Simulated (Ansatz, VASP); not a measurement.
# MgO in VASP and in Ansatz

The input INCAR:

```
SYSTEM = MgO
PREC = Accurate
ENCUT = 520
EDIFF = 1E-6
ISMEAR = 0
SIGMA = 0.05
LREAL = .False.
LASPH = .True.
NELM = 100
ALGO = Normal
ISIF = 2
LWAVE = .False.
LCHARG = .False.
GGA = PE
NBANDS = 16
```

File KPOINTS:

```
regular mesh
0
Gamma
  9 9 6
  0 0 0
```

File POSCAR:

```
MgO
1.0
    3.3077869865      0.0000000000      0.0000000000
   -1.6538934933      2.8646275606      0.0000000000
    0.0000000000      0.0000000000      4.9828816700
Mg O
2 2
Direct
    0.3333333333      0.6666666667      0.0021597400
    0.6666666667      0.3333333333      0.5021597400
    0.2507388126      0.6062032811      0.3676802371
    0.5840721460      0.2728699477      0.8676802371
```

Input for Ansatz:

```yaml
crystal:
  lattice:
    - [3.3077869865, 0.0, 0.0]
    - [-1.6538934933, 2.8646275606, 0.0]
    - [0.0, 0.0, 4.98288167]
  atoms:
    - { symbol: Mg, position: [0.3333333333, 0.6666666667, 0.00215974] }
    - { symbol: Mg, position: [0.6666666667, 0.3333333333, 0.50215974] }
    - { symbol: O, position: [0.2507388126, 0.6062032811, 0.3676802371] }
    - { symbol: O, position: [0.584072146, 0.2728699477, 0.8676802371] }
basis:
  ecutwfc: 420
kpoints:
  mp_grid: { grid: [9, 9, 6] }
hamiltonian:
  xc: pbe
scf:
  occupations: { method: gaussian, width: 0.05 }
output:
  forces: true
  stress: true
  eigenvalues: true
```

Change from the starting cell: all O atoms moved -0.300 Å, as atom 3 along Cartesian [1 1 1].

Alike in both runs: task single point; functional PBE; k mesh 9 × 9 × 6; occupations gaussian, width 0.05 eV; no spin polarisation.

|  | VASP | Ansatz |
| --- | --- | --- |
| version | VASP 6.6.1 | Ansatz 0.2.0 |
| potentials or method | VASP PAW PBE potentials, release 64 (Mg, O), cutoff 520 eV | scalar-relativistic, plane waves, PAW |
| valence electrons in the cell | 16 | 32 |

Ansatz gave:

| Item | Value |
| --- | --- |
| gap on the k mesh at the Fermi level (eV) | 3.48 |
| least direct gap on the mesh (eV) | 3.48 |
| pressure (GPa) | 10.6 |
| traceless stress, the component that is largest in VASP (GPa) | 12.54 |
| rms of the force components (eV/Å) | 1.332 |

Problem. What did VASP give for the same quantities?

Solution. gap on the k mesh at the Fermi level (eV): 3.47; least direct gap on the mesh (eV): 3.47; pressure (GPa): 10.4; traceless stress, the component that is largest in VASP (GPa): 12.76; rms of the force components (eV/Å): 1.351.

Atom by atom the forces differ by 0.019 eV/Å (rms over components). VASP's potentials hold 16 valence electrons a cell and Ansatz's 32, so a difference there can come from the potentials and not from the codes.
